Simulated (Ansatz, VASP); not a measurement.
## WS2: VASP beside Ansatz

```
CELL_PARAMETERS angstrom
1.50005 0.86605 5.85516
-1.50005 0.86605 5.85516
0.00000 -1.73211 5.85516
ATOMIC_POSITIONS crystal
W 0.00000 0.00000 0.00000
S 0.75030 0.75030 0.75030
S 0.58100 0.58100 0.58100
```

Change from the starting cell: strain -0.050 along x and y, -0.050 along z, atoms carried along.

Alike in both runs: task single point; functional r2SCAN; k mesh 12 × 12 × 12; occupations gaussian, width 0.05 eV; no spin polarisation.

|  | VASP | Ansatz |
| --- | --- | --- |
| version | VASP 6.6.1 | Ansatz 0.2.0 |
| potentials or method | VASP PAW PBE potentials, release 64 (W_sv, S), cutoff 520 eV | scalar-relativistic, plane waves, PAW |
| valence electrons in the cell | 26 | 26 |

```csv
,VASP,Ansatz,Ansatz less VASP
gap on the k mesh at the Fermi level (eV),0.97,0.95,-0.019
least direct gap on the mesh (eV),2.45,2.44,-0.003
pressure (GPa),40.9,40.5,-0.40
"traceless stress, the component that is largest in VASP (GPa)",0.84,0.96,+0.120
rms of the force components (eV/Å),1.641,1.626,-0.0154
```

VASP's potentials were made for PBE, not for r2SCAN. Atom by atom the forces differ by 0.016 eV/Å (rms over components). Both programs put the cell under a high pressure, so it lies far from rest at this level. With one functional, cell and mesh, what is left measures potentials, basis and numerics.

Spin-orbit coupling is off throughout.
